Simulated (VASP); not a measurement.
Set up this calculation in VASP 6.6.1, as the native input.

| Property | Result |
| --- | --- |
| Task | single point |
| Functional | PBEsol |
| Potentials or basis | VASP PAW PBE potentials, release 64 (K_sv) |
| Cutoff | 520 eV |
| k mesh | 14 × 14 × 14 |
| Occupations | gaussian, width 0.15 eV |
| Spin | no spin polarisation |
| Dipole correction | no |
| Further INCAR settings | ALGO = Fast; EDIFF = 1e-06; NBANDS = 10 |

The structure of K lies in POSCAR:

```
K
1.0
   -2.4636323236      2.4636323236      2.9563587883
    2.4636323236     -2.4636323236      2.9563587883
    2.4636323236      2.4636323236     -2.9563587883
K
1
Direct
    0.0000000000      0.0000000000      0.0000000000
```

This cell differs from its parent crystal: ratio of the length along z to the lengths across it x 1.2, volume and fractional coordinates fixed.

The input as run:

INCAR

```
SYSTEM = K
ALGO = Fast
EDIFF = 1E-6
ENCUT = 520
GGA = PS
ISIF = 2
ISMEAR = 0
LASPH = .TRUE.
LCHARG = .FALSE.
LREAL = .FALSE.
LWAVE = .FALSE.
NBANDS = 10
NELM = 80
PREC = Accurate
SIGMA = 0.15
```

KPOINTS

```
k-points
0
G
  14 14 14
  0 0 0
```

Potentials or basis: VASP PAW PBE potentials, release 64 (K_sv).

Launch:

```console
$ cat potpaw_PBE.64/K_sv/POTCAR > POTCAR
$ mpirun -np 1 vasp_std > vasp.out
```

Results of the run:

```yaml
Pressure: 0.0 GPa
```

Caveat: the PAW data sets were made with another functional, which shifts forces and pressure a little.

Run time: 2.2 min on 1 thread of Intel Xeon 6975P-C (shared host), peak memory 0.32 GiB.
